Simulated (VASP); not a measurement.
# MnSi (P2_13) in VASP: single point with r2SCAN

Aim: the single point of MnSi with r2SCAN.

All numbers are computed with VASP 6.6.1; they aren't measurements. Logs are shortened: lines on timing, memory, paths and dates and some standing lists are left out, and cuts for length are marked.

## 1. The cell of the first run

Symmetry: P2_13, No. 198, cubic system. The conventional cell has a = 4.525 Å, b = 4.525 Å, c = 4.525 Å, α = 90.00°, β = 90.00°, γ = 90.00°. Mn (site symmetry 3) has 7 Si at 2.30 to 2.51 Å and 6 Mn at 2.78 Å within 3.0 Å. Si (site symmetry 3) has 7 Mn at 2.30 to 2.51 Å and 6 Si at 2.80 Å within 3.0 Å.

## 2. Single point, r2SCAN, collinear spin, ferromagnetic start (11.59 Å³/atom)

POSCAR reads:

```
MnSi
1.0
    4.5254543880      0.0000000000      0.0000000000
    0.0000000000      4.5254543880      0.0000000000
    0.0000000000      0.0000000000      4.5254543880
Mn Si
4 4
Direct
    0.1396225195      0.1396225195      0.1396225195
    0.3603774805      0.8603774805      0.6396225195
    0.6396225195      0.3603774805      0.8603774805
    0.8603774805      0.6396225195      0.3603774805
    0.8455604233      0.8455604233      0.8455604233
    0.6544395767      0.1544395767      0.3455604233
    0.3455604233      0.6544395767      0.1544395767
    0.1544395767      0.3455604233      0.6544395767
```

INCAR.step1 reads:

```
SYSTEM = MnSi
ALGO = Normal
EDIFF = 1E-4
ENCUT = 520
GGA = PE
ISMEAR = 0
ISPIN = 2
LASPH = .TRUE.
LCHARG = .FALSE.
LMAXMIX = 4
LREAL = .FALSE.
LWAVE = .TRUE.
MAGMOM = 2.4 2.4 2.4 2.4 0 0 0 0
NBANDS = 48
NELM = 150
PREC = Accurate
SIGMA = 0.05
```

INCAR.step2 reads:

```
SYSTEM = MnSi
ALGO = Normal
EDIFF = 1E-7
ENCUT = 520
ISIF = 2
ISMEAR = 0
ISPIN = 2
ISTART = 1
LASPH = .TRUE.
LCHARG = .FALSE.
LMAXMIX = 4
LMIXTAU = .TRUE.
LORBIT = 11
LREAL = .FALSE.
LWAVE = .FALSE.
MAGMOM = 2.4 2.4 2.4 2.4 0 0 0 0
METAGGA = R2SCAN
NBANDS = 48
NELM = 150
PREC = Accurate
SIGMA = 0.05
```

KPOINTS reads:

```
k-points
0
G
  8 8 8
  0 0 0
```

Potentials or basis: VASP PAW PBE potentials, release 64 (Mn_pv, Si).

Started as:

```
> cat potpaw_PBE.64/Mn_pv/POTCAR potpaw_PBE.64/Si/POTCAR > POTCAR
> cp INCAR.step1 INCAR
> mpirun -np 1 vasp_std > vasp.out
> cp INCAR.step2 INCAR
> mpirun -np 1 vasp_std > vasp.out
```

OUTCAR:

```text
SYSTEM = MnSi
   EDIFF = 1E-7
   ENCUT = 520
   ISIF = 2
   ISMEAR = 0
   ISPIN = 2
   ISTART = 1
   LASPH = .TRUE.
   LORBIT = 11
   LREAL = .FALSE.
   METAGGA = R2SCAN
   NELM = 150
   PREC = Accurate

 ion  position               nearest neighbor table
   1  0.140  0.140  0.140-   5 2.30   6 2.39   7 2.39   8 2.39   7 2.51   8 2.51   6 2.51   3 2.78
                             4 2.78   2 2.78   2 2.78   4 2.78   3 2.78
   2  0.360  0.860  0.640-   6 2.30   5 2.39   7 2.39   8 2.39   7 2.51   8 2.51   5 2.51   1 2.78
                             1 2.78   3 2.78   3 2.78   4 2.78   4 2.78
   3  0.640  0.360  0.860-   7 2.30   6 2.39   5 2.39   8 2.39   8 2.51   6 2.51   5 2.51   1 2.78
                             4 2.78   2 2.78   2 2.78   4 2.78   1 2.78
   4  0.860  0.640  0.360-   8 2.30   6 2.39   7 2.39   5 2.39   6 2.51   5 2.51   7 2.51   1 2.78
                             3 2.78   2 2.78   1 2.78   2 2.78   3 2.78
   5  0.846  0.846  0.846-   1 2.30   2 2.39   3 2.39   4 2.39   3 2.51   4 2.51   2 2.51   6 2.80
                             7 2.80   8 2.80   6 2.80   8 2.80   7 2.80
   6  0.654  0.154  0.346-   2 2.30   1 2.39   3 2.39   4 2.39   3 2.51   4 2.51   1 2.51   8 2.80
                             5 2.80   5 2.80   7 2.80   7 2.80   8 2.80
   7  0.346  0.654  0.154-   3 2.30   2 2.39   1 2.39   4 2.39   4 2.51   2 2.51   1 2.51   8 2.80
                             5 2.80   8 2.80   6 2.80   6 2.80   5 2.80
   8  0.154  0.346  0.654-   4 2.30   2 2.39   3 2.39   1 2.39   2 2.51   1 2.51   3 2.51   7 2.80
                             5 2.80   7 2.80   5 2.80   6 2.80   6 2.80

  LATTYP: Found a simple cubic cell.
 ALAT       =     4.5254543880

  Lattice vectors:

 A1 = (   4.5254543880,   0.0000000000,   0.0000000000)
 A2 = (   0.0000000000,   4.5254543880,   0.0000000000)
 A3 = (   0.0000000000,   0.0000000000,   4.5254543880)

Analysis of symmetry for initial positions (statically):
=====================================================================
 Subroutine PRICEL returns:
 Original cell was already a primitive cell.

 Routine SETGRP: Setting up the symmetry group for a
 simple cubic supercell.

 Subroutine GETGRP returns: Found 12 space group operations
 (whereof  3 operations were pure point group operations)
 out of a pool of 48 trial point group operations.

The static configuration has the point symmetry C_3 .
 The point group associated with its full space group is T   .

Analysis of symmetry for dynamics (positions and initial velocities):
=====================================================================
 Subroutine PRICEL returns:
 Original cell was already a primitive cell.

 Routine SETGRP: Setting up the symmetry group for a
 simple cubic supercell.

 Subroutine GETGRP returns: Found 12 space group operations
 (whereof  3 operations were pure point group operations)
 out of a pool of 48 trial point group operations.

The dynamic configuration has the point symmetry C_3 .
 The point group associated with its full space group is T   .

Analysis of structural, dynamic, and magnetic symmetry:
=====================================================================
 Subroutine PRICEL returns:
 Original cell was already a primitive cell.

 Routine SETGRP: Setting up the symmetry group for a
 simple cubic supercell.

 Subroutine GETGRP returns: Found 12 space group operations
 (whereof  3 operations were pure point group operations)
 out of a pool of 48 trial point group operations.

The overall configuration has the point symmetry C_3 .
 The point group associated with its full space group is T   .

 Subroutine INISYM returns: Found 12 space group operations
 (whereof  3 operations are pure point group operations),
 and found     1 'primitive' translations

----------------------------------------------------------------------------------------

                                     Primitive cell

  volume of cell :      92.6801

  direct lattice vectors                    reciprocal lattice vectors
     4.525454388  0.000000000  0.000000000     0.220972286  0.000000000  0.000000000
     0.000000000  4.525454388  0.000000000     0.000000000  0.220972286  0.000000000
     0.000000000  0.000000000  4.525454388     0.000000000  0.000000000  0.220972286

  length of vectors
     4.525454388  4.525454388  4.525454388     0.220972286  0.220972286  0.220972286

  position of ions in fractional coordinates (direct lattice)
     0.139622520  0.139622520  0.139622520
     0.360377480  0.860377480  0.639622520
     0.639622520  0.360377480  0.860377480
     0.860377480  0.639622520  0.360377480
     0.845560423  0.845560423  0.845560423
     0.654439577  0.154439577  0.345560423
     0.345560423  0.654439577  0.154439577
     0.154439577  0.345560423  0.654439577

  ion indices of the primitive-cell ions
   primitive index   ion index
                 1           1
                 2           2
                 3           3
                 4           4
                 5           5
                 6           6
                 7           7
                 8           8

----------------------------------------------------------------------------------------

 KPOINTS: k-points

Automatic generation of k-mesh.
 Grid dimensions read from file:
 generate k-points for:    8    8    8

 Generating k-lattice:

  Cartesian coordinates                     Fractional coordinates (reciprocal lattice)
     0.027621536  0.000000000  0.000000000     0.125000000  0.000000000  0.000000000
     0.000000000  0.027621536  0.000000000     0.000000000  0.125000000  0.000000000
     0.000000000  0.000000000  0.027621536     0.000000000  0.000000000  0.125000000

  Length of vectors
     0.027621536  0.027621536  0.027621536

  Shift w.r.t. Gamma in fractional coordinates (k-lattice)
     0.000000000  0.000000000  0.000000000

 Subroutine IBZKPT returns following result:
 ===========================================

 Found     45 irreducible k-points:

 Following reciprocal coordinates:
            Coordinates               Weight
  0.000000  0.000000  0.000000      1.000000
  0.125000  0.000000  0.000000      6.000000
  0.250000  0.000000  0.000000      6.000000
  0.375000  0.000000  0.000000      6.000000
  0.500000  0.000000  0.000000      3.000000
  0.125000  0.125000  0.000000     12.000000
[... 16 lines left out ...]
  0.250000  0.125000  0.125000     24.000000
  0.375000  0.125000  0.125000     24.000000
 [... further k-points ...]
   k-points           NKPTS =     45   k-points in BZ     NKDIM =     45   number of bands    NBANDS=     48
   number of dos      NEDOS =    301   number of ions     NIONS =      8
   total plane-waves  NPLWV =  46656
   dimension x,y,z NGX =    36 NGY =   36 NGZ =   36
   dimension x,y,z NGXF=    72 NGYF=   72 NGZF=   72
   ions per type =               4   4
   NGX,Y,Z   is equivalent  to a cutoff of  13.22, 13.22, 13.22 a.u.
   NGXF,Y,Z  is equivalent  to a cutoff of  26.45, 26.45, 26.45 a.u.
 SYSTEM =  MnSi
   PREC   = accura    normal or accurate (medium, high low for compatibility)
   ISTART =      1    job   : 0-new  1-cont  2-samecut
   ICHARG =      0    charge: 1-file 2-atom 10-const
   ISPIN  =      2    spin polarized calculation?
   LNONCOLLINEAR =      F non collinear calculations
   LSORBIT =      F    spin-orbit coupling
   LASPH  =      T    aspherical Exc in radial PAW
   ENCUT  =  520.0 eV  38.22 Ry    6.18 a.u.   8.41  8.41  8.41*2*pi/ulx,y,z
   NELM   =    150;   NELMIN=  2; NELMDL=  0     # of ELM steps
   EDIFF  = 0.1E-06   stopping-criterion for ELM
   LREAL  =      F    real-space projection
   EDIFFG = 0.1E-05   stopping-criterion for IOM
   NSW    =      0    number of steps for IOM
   IBRION =     -1    ionic relax: 0-MD 1-quasi-New 2-CG
   NFREE  =      0    steps in history (QN), initial steepest desc. (CG)
   ISIF   =      2    stress and relaxation
   ISYM   =      2    0-nonsym 1-usesym 2-fastsym
   POTIM  = 0.5000    time-step for ionic-motion
   TEBEG  =    0.0;   TEEND  =   0.0 temperature during run
   PSTRESS=    0.0 pullay stress
   NELECT =      68.0000    total number of electrons
   NUPDOWN=      -1.0000    fix difference up-down
   EMIN   =  10.00;   EMAX   =-10.00  energy-range for DOS
   EFERMI =   0.00;   METHOD = LEGACY
   ISMEAR =     0;   SIGMA  =   0.05  broadening in eV -4-tet -1-fermi 0-gaus
   EFERMI_NEDOS =   21; number of points for ismear=-14 and -15
   IALGO  =     38    algorithm
   IMIX   =      4    mixing-type and parameters
     AMIX     =   0.40;   BMIX     =  1.00
     AMIX_MAG =   1.60;   BMIX_MAG =  1.00
  volume/ion in A,a.u.               =      11.59        78.18
  Fermi-wavevector in a.u.,A,eV,Ry     =   1.476553  2.790280 29.663528  2.180208
  Thomas-Fermi vector in A             =   2.591065
   LORBIT       =     11    0 simple, 1 ext, 2 COOP (PROOUT), +10 PAW based schemes
   METAGGA = R2SCAN    functional components
   LHFCALC =     F    Hartree Fock is set to
   AEXX    =    0.0000 exact exchange contribution
   IVDW    =     0    specifies the selected vdW correction
   LEPSILON=     F    determine dielectric tensor
   LRPA    =     F    only Hartree local field effects (RPA)
 spin polarized calculation
 Gauss-broadening in eV      SIGMA  =   0.05
  energy-cutoff  :      520.00
  volume of cell :       92.68
 maximum number of plane-waves:      2517
 NGX is ok and might be reduce to    36
   NGX = 17   NGY = 17   NGZ = 17

 number of electron      68.0000080 magnetization       4.0018896

 Free energy of the ion-electron system (eV)
  ---------------------------------------------------
  ext. energy  EPLUGINS =         0.00000000
  ---------------------------------------------------
  free energy    TOTEN  =       -96.62520718 eV

  energy without entropy =      -96.62286769  energy(sigma->0) =      -96.62403743

 E-fermi :  11.2032     XC(G=0): -13.8546

 val. band max:       11.1906682003   @ k =   0.3750   0.3750   0.2500
 cond. band min:      11.2875598676   @ k =   0.3750   0.1250   0.0000
 fundamental gap:      0.0968916673
 Fermi energy:        11.2032257025

 spin component 1

 k-point     1 :       0.0000    0.0000    0.0000
  band No.  band energies     occupation
      1     -39.4198      1.00000
      2     -39.4198      1.00000
      3     -39.4198      1.00000
      4     -39.3463      1.00000
      5     -39.3463      1.00000
      6     -39.3321      1.00000
[... 1165 lines left out ...]
     45      15.3061      0.00000
     46      16.1178      0.00000

 [... further k-points ...]

 spin component 2

 k-point     1 :       0.0000    0.0000    0.0000
  band No.  band energies     occupation
      1     -37.9601      1.00000
      2     -37.9601      1.00000
      3     -37.9601      1.00000
      4     -37.8698      1.00000
      5     -37.6642      1.00000
      6     -37.6642      1.00000
[... 1165 lines left out ...]
     45      15.9871      0.00000
     46      16.5953      0.00000

 [... further k-points ...]

 [bands above 46 left out]

------------------------ aborting loop because EDIFF is reached ----------------------------------------

  FORCE on cell =-STRESS in cart. coord.  units (eV):
  Direction    XX          YY          ZZ          XY          YZ          ZX
  --------------------------------------------------------------------------------------
  -------------------------------------------------------------------------------------
  Total       -3.8248597     -3.8248597     -3.8248597     -0.0000000      0.0000000      0.0000000
  in kB      -66.1210162    -66.1210162    -66.1210162     -0.0000000      0.0000000      0.0000000
  external PRESSURE =     -66.1210162 kB  Pullay stress =       0.0000000 kB

 VOLUME and BASIS-vectors are now :
 -----------------------------------------------------------------------------
  energy-cutoff  :      520.00
  volume of cell :       92.68
      direct lattice vectors                 reciprocal lattice vectors
     4.525454388  0.000000000  0.000000000     0.220972286  0.000000000  0.000000000
     0.000000000  4.525454388  0.000000000     0.000000000  0.220972286  0.000000000
     0.000000000  0.000000000  4.525454388     0.000000000  0.000000000  0.220972286

 POSITION                                       TOTAL-FORCE (eV/Angst)
 -----------------------------------------------------------------------------------
      0.63186      0.63186      0.63186        -0.311351     -0.311351     -0.311351
      1.63087      3.89360      2.89458         0.311351      0.311351     -0.311351
      2.89458      1.63087      3.89360        -0.311351      0.311351      0.311351
      3.89360      2.89458      1.63087         0.311351     -0.311351      0.311351
      3.82655      3.82655      3.82655         0.031005      0.031005      0.031005
      2.96164      0.69891      1.56382        -0.031005     -0.031005      0.031005
      1.56382      2.96164      0.69891         0.031005     -0.031005     -0.031005
      0.69891      1.56382      2.96164        -0.031005      0.031005     -0.031005
 -----------------------------------------------------------------------------------
    total drift:                                0.000000      0.000001      0.000000

  FREE ENERGIE OF THE ION-ELECTRON SYSTEM (eV)
  ---------------------------------------------------
  free  energy   TOTEN  =       -96.6252071791 eV

  energy  without entropy=      -96.6228676873  energy(sigma->0) =      -96.62403743

 total charge

# of ion       s       p       d       tot
------------------------------------------
    1        0.356   6.397   5.260  12.013
    2        0.356   6.397   5.260  12.013
    3        0.356   6.397   5.260  12.013
    4        0.356   6.397   5.260  12.013
    5        0.730   0.912   0.000   1.642
    6        0.730   0.912   0.000   1.642
    7        0.730   0.912   0.000   1.642
    8        0.730   0.912   0.000   1.642
--------------------------------------------------
tot          4.344  29.235  21.042  54.620

 magnetization (x)

# of ion       s       p       d       tot
------------------------------------------
    1       -0.001   0.004   1.138   1.141
    2       -0.001   0.004   1.138   1.141
    3       -0.001   0.004   1.138   1.141
    4       -0.001   0.004   1.138   1.141
    5       -0.020  -0.059   0.000  -0.080
    6       -0.020  -0.059   0.000  -0.080
    7       -0.020  -0.059   0.000  -0.080
    8       -0.020  -0.059   0.000  -0.080
--------------------------------------------------
tot         -0.087  -0.220   4.552   4.245
```

Wall time 20 min (1 thread of Oxide Virtual Turin-like, shared host); peak memory 0.41 GiB.

What came out:

- Free energy: -96.6252 eV
- Pressure: -6.6 GPa
- Largest force: 0.539 eV/Å
- Band gap on the k mesh: zero (filled and empty bands overlap)
- Net moment: 4.00 μB per cell
- Site moments: Mn +1.14; Si -0.08 μB
- Valence electrons inside the program's atomic spheres: Mn 12.01; Si 1.64

Forces in eV/Å, atoms in the order of the input:
```
Mn  -0.311 -0.311 -0.311
Mn   0.311  0.311 -0.311
Mn  -0.311  0.311  0.311
Mn   0.311 -0.311  0.311
Si   0.031  0.031  0.031
Si  -0.031 -0.031  0.031
Si   0.031 -0.031 -0.031
Si  -0.031  0.031 -0.031
```

Levels at points of the mesh, in eV from the Fermi level:
Spin up:
```csv
k point,band 32,band 33,band 34,band 35,band 36,band 37,band 38,band 39,band 40,band 41
"(0.00, 0.00, 0.00)",-0.88,-0.88,-0.87,-0.87,-0.87,0.55,0.55,0.55,2.88,2.88
"(0.50, 0.00, 0.00)",-1.76,-1.17,-1.17,-0.60,-0.60,0.14,0.14,1.62,1.62,2.05
"(0.50, 0.50, 0.00)",-1.65,-1.43,-1.43,-1.09,-1.09,0.56,0.56,1.20,1.20,2.62
"(0.50, 0.50, 0.50)",-1.33,-1.21,-1.21,-1.21,-1.21,0.48,0.48,0.48,0.48,5.56
```
Spin down:
```
           k point  band 28  band 29  band 30  band 31  band 32  band 33  band 34  band 35  band 36  band 37
(0.00, 0.00, 0.00)    -2.07    -1.66    -1.66    -1.66     0.81     0.81     0.81     1.22     1.22     1.68
(0.50, 0.00, 0.00)    -2.03    -1.26    -1.26    -0.43    -0.43     0.75     0.75     1.00     1.00     1.14
(0.50, 0.50, 0.00)    -1.04    -0.64    -0.64    -0.48    -0.48    -0.33    -0.33     0.78     0.78     1.50
(0.50, 0.50, 0.50)    -1.96     0.12     0.12     0.12     0.12     0.26     0.26     0.26     0.26     1.25
```

Caveat: the cell stands under tension; the PAW data sets were made with another functional, which shifts forces and pressure a little.
